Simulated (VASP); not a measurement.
# Si (Ia-3) in VASP: a series of runs

Si is run at these levels: LDA; tasks: vibrations by perturbation theory.

Everything below comes from runs of VASP 6.6.1. Logs are shortened: lines on timing, memory, paths and dates and some standing lists are left out, and cuts for length are marked.

### Step 1. The cell of the first run

Symmetry: Ia-3, No. 206, cubic system. The conventional cell has a = 6.567 Å, b = 6.567 Å, c = 6.567 Å, α = 90.00°, β = 90.00°, γ = 90.00°. Within 3.1 Å of Si (site symmetry 3) lie 4 Si at 2.33 to 2.36 Å.

### Step 2. Vibrations by perturbation theory, LDA

INCAR reads:

```
SYSTEM = Si
ALGO = Normal ; EDIFF = 1E-8
ENCUT = 520 ; IBRION = 8
ISIF = 2 ; ISMEAR = 0
KPAR = 4 ; LASPH = .TRUE.
LCHARG = .FALSE. ; LREAL = .FALSE.
LWAVE = .FALSE. ; NBANDS = 26
NELM = 100 ; NSW = 1
PREC = Accurate ; SIGMA = 0.15
```

KPOINTS reads:

```
k-points
0
G
  8 8 8
  0 0 0
```

POSCAR reads:

```
Si
1.0
   -3.2836945433      3.2836945433      3.2836945433
    3.2836945433     -3.2836945433      3.2836945433
    3.2836945433      3.2836945433     -3.2836945433
Si
8
Direct
    0.2044837085      0.2044837085      0.2044837085
    0.5000000000      0.0000000000      0.2955162915
    0.2955162915      0.5000000000      0.0000000000
    0.0000000000      0.2955162915      0.5000000000
    0.7955162915      0.7955162915      0.7955162915
    0.5000000000      0.0000000000      0.7044837085
    0.7044837085      0.5000000000      0.0000000000
    0.0000000000      0.7044837085      0.5000000000
```

Potentials or basis: VASP PAW LDA potentials, release 64 (Si).

Started as:

```
> cat potpaw_LDA.64/Si/POTCAR > POTCAR
> mpirun -np 4 vasp_std > vasp.out
```

OUTCAR:

```text
SYSTEM = Si
   EDIFF = 1E-8
   ENCUT = 520
   IBRION = 8
   ISIF = 2
   ISMEAR = 0
   LASPH = .TRUE.
   LREAL = .FALSE.
   NELM = 100
   NSW = 1
   PREC = Accurate

 ion  position               nearest neighbor table
   1  0.204  0.204  0.204-   5 2.33   3 2.36   4 2.36   2 2.36
   2  0.500  0.000  0.296-   6 2.33   4 2.36   1 2.36   3 2.36
   3  0.296  0.500  0.000-   7 2.33   2 2.36   1 2.36   4 2.36
   4  0.000  0.296  0.500-   8 2.33   2 2.36   1 2.36   3 2.36
   5  0.796  0.796  0.796-   1 2.33   6 2.36   7 2.36   8 2.36
   6  0.500  0.000  0.704-   2 2.33   8 2.36   7 2.36   5 2.36
   7  0.704  0.500  0.000-   3 2.33   5 2.36   8 2.36   6 2.36
   8  0.000  0.704  0.500-   4 2.33   6 2.36   5 2.36   7 2.36

  LATTYP: Found a body centered cubic cell.
 ALAT       =     6.5673890866

  Lattice vectors:

 A1 = (  -3.2836945433,   3.2836945433,   3.2836945433)
 A2 = (   3.2836945433,  -3.2836945433,   3.2836945433)
 A3 = (   3.2836945433,   3.2836945433,  -3.2836945433)
[... 972 lines left out ...]
  4X     4.631511    0.176767   -3.324042    0.687722    0.145103    0.182451    2.347448    3.321993    0.149004  -11.039976   -1.116512    1.111890    0.719328   -0.163370    0.086244    0.275935   -0.158142   -0.164085   -0.017353   -0.089654   -0.157164    2.395385   -2.116184    2.115701
  4Y    -0.182451    0.687722    0.145103   -0.149004    2.347448    3.321993    3.324042    4.631511    0.176767   -1.111890  -11.039976   -1.116512    0.164085    0.275935   -0.158142    0.157164   -0.017353   -0.089654   -0.086244    0.719328   -0.163370   -2.115701    2.395385   -2.116184
  4Z    -3.321993   -0.149004    2.347448   -0.176767    3.324042    4.631511   -0.145103   -0.182451    0.687722    1.116512   -1.111890  -11.039976    0.089654    0.157164   -0.017353    0.163370   -0.086244    0.719328    0.158142    0.164085    0.275935    2.116184   -2.115701    2.395385
  5X     2.395385    2.116184    2.115701   -0.017353    0.089654   -0.157164    0.275935    0.158142   -0.164085    0.719328    0.163370    0.086244  -11.039976    1.116512    1.111890    2.347448   -3.321993    0.149004    0.687722   -0.145103    0.182451    4.631511   -0.176767   -3.324042
  5Y     2.115701    2.395385    2.116184    0.086244    0.719328    0.163370   -0.157164   -0.017353    0.089654   -0.164085    0.275935    0.158142    1.111890  -11.039976    1.116512   -3.324042    4.631511   -0.176767    0.149004    2.347448   -3.321993    0.182451    0.687722   -0.145103
  5Z     2.116184    2.115701    2.395385    0.158142   -0.164085    0.275935    0.163370    0.086244    0.719328    0.089654   -0.157164   -0.017353    1.116512    1.111890  -11.039976   -0.145103    0.182451    0.687722   -0.176767   -3.324042    4.631511   -3.321993    0.149004    2.347448
  6X    -0.017353    0.089654    0.157164    2.395385    2.116184   -2.115701    0.719328    0.163370   -0.086244    0.275935    0.158142    0.164085    2.347448   -3.321993   -0.149004  -11.039976    1.116512   -1.111890    4.631511   -0.176767    3.324042    0.687722   -0.145103   -0.182451
  6Y     0.086244    0.719328   -0.163370    2.115701    2.395385   -2.116184   -0.164085    0.275935   -0.158142   -0.157164   -0.017353   -0.089654   -3.324042    4.631511    0.176767    1.111890  -11.039976   -1.116512    0.182451    0.687722    0.145103    0.149004    2.347448    3.321993
  6Z    -0.158142    0.164085    0.275935   -2.116184   -2.115701    2.395385   -0.089654    0.157164   -0.017353   -0.163370   -0.086244    0.719328    0.145103   -0.182451    0.687722   -1.116512   -1.111890  -11.039976    3.321993   -0.149004    2.347448    0.176767    3.324042    4.631511
  7X     0.275935   -0.158142    0.164085    0.719328   -0.163370   -0.086244    2.395385   -2.116184   -2.115701   -0.017353   -0.089654    0.157164    0.687722    0.145103   -0.182451    4.631511    0.176767    3.324042  -11.039976   -1.116512   -1.111890    2.347448    3.321993   -0.149004
  7Y     0.157164   -0.017353    0.089654    0.164085    0.275935    0.158142   -2.115701    2.395385    2.116184   -0.086244    0.719328    0.163370   -0.149004    2.347448   -3.321993   -0.182451    0.687722   -0.145103   -1.111890  -11.039976    1.116512    3.324042    4.631511   -0.176767
  7Z    -0.163370    0.086244    0.719328   -0.089654   -0.157164   -0.017353   -2.116184    2.115701    2.395385   -0.158142   -0.164085    0.275935    0.176767   -3.324042    4.631511    3.321993    0.149004    2.347448   -1.116512    1.111890  -11.039976    0.145103    0.182451    0.687722
  8X     0.719328   -0.163370    0.086244    0.275935   -0.158142   -0.164085   -0.017353   -0.089654   -0.157164    2.395385   -2.116184    2.115701    4.631511    0.176767   -3.324042    0.687722    0.145103    0.182451    2.347448    3.321993    0.149004  -11.039976   -1.116512    1.111890
  8Y     0.164085    0.275935   -0.158142    0.157164   -0.017353   -0.089654   -0.086244    0.719328   -0.163370   -2.115701    2.395385   -2.116184   -0.182451    0.687722    0.145103   -0.149004    2.347448    3.321993    3.324042    4.631511    0.176767   -1.111890  -11.039976   -1.116512
  8Z     0.089654    0.157164   -0.017353    0.163370   -0.086244    0.719328    0.158142    0.164085    0.275935    2.116184   -2.115701    2.395385   -3.321993   -0.149004    2.347448   -0.176767    3.324042    4.631511   -0.145103   -0.182451    0.687722    1.116512   -1.111890  -11.039976

 Eigenvectors and eigenvalues of the dynamical matrix
 ----------------------------------------------------

   1 f  =   13.773608 THz    86.542133 2PiTHz  459.438116 cm-1    56.963041 meV
             X         Y         Z           dx          dy          dz
      0.671462  0.671462  0.671462     0.062118    0.213085   -0.275202
     -0.671462  2.612233  0.671462    -0.062118   -0.213085   -0.275202
      0.671462 -0.671462  2.612233     0.062118   -0.213085    0.275202
      2.612233  0.671462 -0.671462    -0.062118    0.213085    0.275202
      2.612233  2.612233  2.612233     0.062118    0.213085   -0.275202
      0.671462  3.955157 -0.671462    -0.062118   -0.213085   -0.275202
     -0.671462  0.671462  3.955157     0.062118   -0.213085    0.275202
      3.955157 -0.671462  0.671462    -0.062118    0.213085    0.275202
[... 243 lines left out ...]
  24 f/i=    0.011651 THz     0.073207 2PiTHz    0.388643 cm-1     0.048186 meV
             X         Y         Z           dx          dy          dz
      0.671462  0.671462  0.671462    -0.046940    0.004750   -0.350259
     -0.671462  2.612233  0.671462    -0.047994    0.003642   -0.350397
      0.671462 -0.671462  2.612233    -0.047981    0.004608   -0.350410
      2.612233  0.671462 -0.671462    -0.046927    0.003500   -0.350247
      2.612233  2.612233  2.612233    -0.046940    0.004750   -0.350259
      0.671462  3.955157 -0.671462    -0.047994    0.003642   -0.350397
     -0.671462  0.671462  3.955157    -0.047981    0.004608   -0.350410
      3.955157 -0.671462  0.671462    -0.046927    0.003500   -0.350247

--------------------------------------------------------------------------------------------------------

 ELASTIC MODULI CONTR FROM IONIC RELAXATION (kBar)
 Direction    XX          YY          ZZ          XY          YZ          ZX
 --------------------------------------------------------------------------------
 XX        -314.0882    -30.6383    -30.6383     -0.0000     -0.0000     -0.0000
 YY         -30.6383   -314.0882    -30.6383     -0.0000     -0.0000     -0.0000
 ZZ         -30.6383    -30.6383   -314.0882     -0.0000      0.0000      0.0000
 XY          -0.0000     -0.0000     -0.0000   -399.9944      0.0000      0.0000
 YZ          -0.0000     -0.0000      0.0000      0.0000   -399.9944     -0.0000
 ZX          -0.0000     -0.0000      0.0000      0.0000     -0.0000   -399.9944
 --------------------------------------------------------------------------------
```

OSZICAR:

```text
N       E                     dE             d eps       ncg     rms          rms(c)
DAV:   1     0.571698749484E+02    0.57170E+02   -0.12234E+04  1820   0.103E+03
DAV:   2    -0.425783323747E+02   -0.99748E+02   -0.91683E+02  2260   0.147E+02
DAV:   3    -0.475350499381E+02   -0.49567E+01   -0.48426E+01  2468   0.296E+01
DAV:   4    -0.476156357808E+02   -0.80586E-01   -0.80333E-01  2262   0.468E+00
[... 28 lines left out ...]
RMM:   9    -0.221438448767E-01   -0.54266E-06    0.13316E-07 24889   0.152E-04    0.413E-05
RMM:  10    -0.221437884220E-01    0.56455E-07    0.20891E-07 25252   0.622E-05    0.100E-05
RMM:  11    -0.221437992472E-01   -0.10825E-07    0.28495E-09 25953   0.354E-05    0.478E-06
RMM:  12    -0.221437828391E-01    0.16408E-07    0.50157E-08 26613   0.296E-05    0.952E-07
RMM:  13    -0.221437836525E-01   -0.81337E-09    0.22129E-08 26335   0.268E-05    0.338E-07
 Linear response finished
```

Wall time 13 min (4 MPI ranks of Oxide Virtual Turin-like, shared host); peak memory 1.5 GiB.

Results:

```
Highest phonon frequency at Γ : 459 cm⁻¹
```

Phonon frequencies in cm⁻¹ (negative: imaginary):
| q point | frequencies |
| --- | --- |
| (0.000, 0.000, 0.000) | 0 0 0 153 153 153 154 154 154 155 371 371 371 375 403 403 403 416 416 416 458 458 459 459 |

### Step 3. Vibrations by perturbation theory, LDA

INCAR reads:

```
  ALGO = Normal
  EDIFF = 1E-8
  ENCUT = 520
  GGA = CA
  IBRION = 8
  ISIF = 2
  ISMEAR = -1
  KPAR = 4
  LASPH = True
  LCHARG = False
  LREAL = False
  LWAVE = False
  NBANDS = 26
  NELM = 100
  NSW = 1
  PREC = Accurate
  SIGMA = 0.15
```

KPOINTS reads:

```
k-points
0
Gamma
  8 8 8
```

POSCAR reads:

```
Si
1.0
   -3.2824525811      3.2824525811      3.2824525811
    3.2824525811     -3.2824525811      3.2824525811
    3.2824525811      3.2824525811     -3.2824525811
Si
8
Direct
    0.2049358533      0.2049358533      0.2049358533
    0.5000000000      0.0000000000      0.2950641467
    0.2950641467      0.5000000000      0.0000000000
    0.0000000000      0.2950641467      0.5000000000
    0.7950641467      0.7950641467      0.7950641467
    0.5000000000      0.0000000000      0.7049358533
    0.7049358533      0.5000000000      0.0000000000
    0.0000000000      0.7049358533      0.5000000000
```

Potentials or basis: VASP PAW LDA potentials, release 64 (Si).

Started as:

```
> cat potpaw_LDA.64/Si/POTCAR > POTCAR
> mpirun -np 4 vasp_std > vasp.out
```

OUTCAR:

```text
EDIFF = 1E-8
   ENCUT = 520
   GGA = CA
   IBRION = 8
   ISIF = 2
   ISMEAR = -1
   LASPH = True
   LREAL = False
   NELM = 100
   NSW = 1
   PREC = Accurate

 ion  position               nearest neighbor table
   1  0.205  0.205  0.205-   5 2.33   3 2.36   4 2.36   2 2.36
   2  0.500  0.000  0.295-   6 2.33   4 2.36   1 2.36   3 2.36
   3  0.295  0.500  0.000-   7 2.33   1 2.36   4 2.36   2 2.36
   4  0.000  0.295  0.500-   8 2.33   3 2.36   1 2.36   2 2.36
   5  0.795  0.795  0.795-   1 2.33   6 2.36   7 2.36   8 2.36
   6  0.500  0.000  0.705-   2 2.33   5 2.36   8 2.36   7 2.36
   7  0.705  0.500  0.000-   3 2.33   5 2.36   8 2.36   6 2.36
   8  0.000  0.705  0.500-   4 2.33   5 2.36   6 2.36   7 2.36

  LATTYP: Found a body centered cubic cell.
[... 990 lines left out ...]
  8X     0.679212   -0.155464    0.092503    0.318348   -0.144787   -0.154644   -0.056811   -0.095195   -0.145308    2.378062   -2.055599    2.055254    4.669480    0.178176   -3.357760    0.669486    0.122367    0.180985    2.377322    3.356125    0.124879  -11.035101   -1.205622    1.204089
  8Y     0.154644    0.318348   -0.144787    0.145308   -0.056811   -0.095195   -0.092503    0.679212   -0.155464   -2.055254    2.378062   -2.055599   -0.180985    0.669486    0.122367   -0.124879    2.377322    3.356125    3.357760    4.669480    0.178176   -1.204089  -11.035101   -1.205622
  8Z     0.095195    0.145308   -0.056811    0.155464   -0.092503    0.679212    0.144787    0.154644    0.318348    2.055599   -2.055254    2.378062   -3.356125   -0.124879    2.377322   -0.178176    3.357760    4.669480   -0.122367   -0.180985    0.669486    1.205622   -1.204089  -11.035101

 Eigenvectors and eigenvalues of the dynamical matrix
 ----------------------------------------------------

   1 f  =   13.842958 THz    86.977872 2PiTHz  461.751383 cm-1    57.249849 meV
             X         Y         Z           dx          dy          dz
      0.672692  0.672692  0.672692    -0.250492    0.249505    0.000987
     -0.672692  2.609760  0.672692     0.250492   -0.249505    0.000987
      0.672692 -0.672692  2.609760    -0.250492   -0.249505   -0.000987
      2.609760  0.672692 -0.672692     0.250492    0.249505   -0.000987
      2.609760  2.609760  2.609760     0.250492   -0.249505   -0.000987
      0.672692  3.955145 -0.672692    -0.250492    0.249505   -0.000987
     -0.672692  0.672692  3.955145     0.250492    0.249505    0.000987
      3.955145 -0.672692  0.672692    -0.250492   -0.249505    0.000987
[... 243 lines left out ...]
  24 f/i=    0.006697 THz     0.042080 2PiTHz    0.223396 cm-1     0.027698 meV
             X         Y         Z           dx          dy          dz
      0.672692  0.672692  0.672692    -0.104083    0.338070   -0.000072
     -0.672692  2.609760  0.672692    -0.104083    0.338070    0.000322
      0.672692 -0.672692  2.609760    -0.103464    0.337891   -0.000262
      2.609760  0.672692 -0.672692    -0.103465    0.337891    0.000511
      2.609760  2.609760  2.609760    -0.104083    0.338070   -0.000072
      0.672692  3.955145 -0.672692    -0.104083    0.338070    0.000322
     -0.672692  0.672692  3.955145    -0.103464    0.337891   -0.000262
      3.955145 -0.672692  0.672692    -0.103465    0.337891    0.000511

--------------------------------------------------------------------------------------------------------

 ELASTIC MODULI CONTR FROM IONIC RELAXATION (kBar)
 Direction    XX          YY          ZZ          XY          YZ          ZX
 --------------------------------------------------------------------------------
 XX        -301.0199    -26.0574    -26.0574     -0.0000      0.0000     -0.0000
 YY         -26.0574   -301.0199    -26.0574     -0.0000     -0.0000      0.0000
 ZZ         -26.0574    -26.0574   -301.0199     -0.0000     -0.0000     -0.0000
 XY          -0.0000     -0.0000     -0.0000   -394.5404      0.0000      0.0000
 YZ          -0.0000     -0.0000     -0.0000      0.0000   -394.5404      0.0000
 ZX           0.0000      0.0000     -0.0000      0.0000     -0.0000   -394.5404
 --------------------------------------------------------------------------------
```

OSZICAR:

```text
N       E                     dE             d eps       ncg     rms          rms(c)
DAV:   1     0.568394301370E+02    0.56839E+02   -0.12232E+04  1820   0.103E+03
DAV:   2    -0.425653699678E+02   -0.99405E+02   -0.91287E+02  2262   0.146E+02
[... 29 lines left out ...]
RMM:   8    -0.221449907193E-01   -0.12035E-05    0.73107E-08 24623   0.292E-04    0.130E-04
RMM:   9    -0.221455372100E-01   -0.54649E-06    0.85557E-08 24844   0.156E-04    0.411E-05
RMM:  10    -0.221454765119E-01    0.60698E-07    0.21399E-07 25173   0.659E-05    0.993E-06
RMM:  11    -0.221454900259E-01   -0.13514E-07   -0.30651E-08 26049   0.385E-05    0.471E-06
RMM:  12    -0.221454735976E-01    0.16428E-07    0.85314E-09 26808   0.327E-05    0.943E-07
RMM:  13    -0.221454739272E-01   -0.32966E-09   -0.25915E-08 26161   0.300E-05    0.348E-07
 Linear response finished
```

stdout:

```text
POSCAR found type information on POSCAR Si
 POSCAR found :  1 types and       8 ions
 scaLAPACK will be used
 LDA part: xc-table for (Slater(with rela. corr.)+CA(PZ))
 , standard interpolation
 POSCAR, INCAR and KPOINTS ok, starting setup
 FFT: planning ... GRIDC
 FFT: planning ... GRID_SOFT
 FFT: planning ... GRID
 WAVECAR not read
 entering main loop
 Linear response reoptimize wavefunctions to high precision
 Linear response DOF=           1
 Linear response progress:
 first order change of Fermi-energy  -0.52919E-01
 force on displaced ion       1 direction 1 : -11.035   1.206   1.204
 Linear response finished
```

Wall time 11 min (4 MPI ranks of Oxide Virtual Turin-like, shared host); peak memory 1.5 GiB.

Results:

```
Highest phonon frequency at Γ : 462 cm⁻¹
```

Phonon frequencies in cm⁻¹ (negative: imaginary):
```csv
q point,frequencies
"(0.000, 0.000, 0.000)",0 0 0 152 152 152 152 153 153 153 369 369 369 374 404 404 404 414 414 414 460 460 462 462
```
